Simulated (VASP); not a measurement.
Write the native input for VASP 6.6.1 that does the following.

| Item | Value |
| --- | --- |
| Task | single point |
| Functional | PBE |
| Dispersion | D3(BJ) |
| Potentials or basis | VASP PAW PBE potentials, release 64 (Al) |
| Cutoff | 520 eV |
| k mesh | 24 × 24 × 5 |
| Occupations | gaussian, width 0.15 eV |
| Spin | no spin polarisation |
| Dipole correction | no |
| Further INCAR settings | ALGO = Fast; EDIFF = 1e-07; NBANDS = 18 |

The structure of Al lies in POSCAR:

```
Al
1.0
    1.9913628294     -1.9913628294      0.0000000000
    1.9913628294      0.0000000000     -1.9913628294
    8.1097888848      8.1097888848      8.1097888848
Al
6
Direct
    0.6666666667      0.6666666667      0.0818338013
    0.0000000000      0.0000000000      0.9003355148
    0.3333333333      0.3333333333      0.2455341440
    0.6666666667      0.6666666667      0.5729348294
    0.0000000000      0.0000000000      0.4092344867
    0.3333333333      0.3333333333      0.7366351721
```

These files were run (other wordings do the same):

INCAR

```
ALGO     = Fast           # electronic algorithm
EDIFF    = 1E-7           # SCF threshold, eV
ENCUT    = 520            # plane-wave cutoff, eV
GGA      = PE             # functional
ISIF     = 2              # what is computed and relaxed
ISMEAR   = 0              # smearing method
IVDW     = 12             # dispersion correction
LASPH    = T              # aspherical terms in the spheres
LCHARG   = F              # write CHGCAR
LREAL    = F              # projectors in reciprocal space
LWAVE    = F              # write WAVECAR
NBANDS   = 18             # bands
NELM     = 60             # most SCF steps
PREC     = Accurate       # precision mode
SIGMA    = 0.15           # smearing width, eV
```

KPOINTS

```
k-points
0
Gamma
  24 24 5
```

Potentials or basis: VASP PAW PBE potentials, release 64 (Al).

Command:

```console
$ cat potpaw_PBE.64/Al/POTCAR > POTCAR
$ mpirun -np 1 vasp_std > vasp.out
```

It gave:

```json
{
  "Pressure": "-1.2 GPa",
  "Largest force": "0.493 eV/Å",
  "Band gap on the k mesh": "zero (band 9 reaches 11.74 eV, above the bottom of band 10 at 6.64 eV)",
  "Dispersion energy per atom": "-0.346 eV"
}
```

Caveat: pairwise dispersion overbinds metals, which lowers pressure and volume.

It took 6.4 min on 1 thread of Intel Xeon 6975P-C (shared host), peak memory 0.49 GiB.
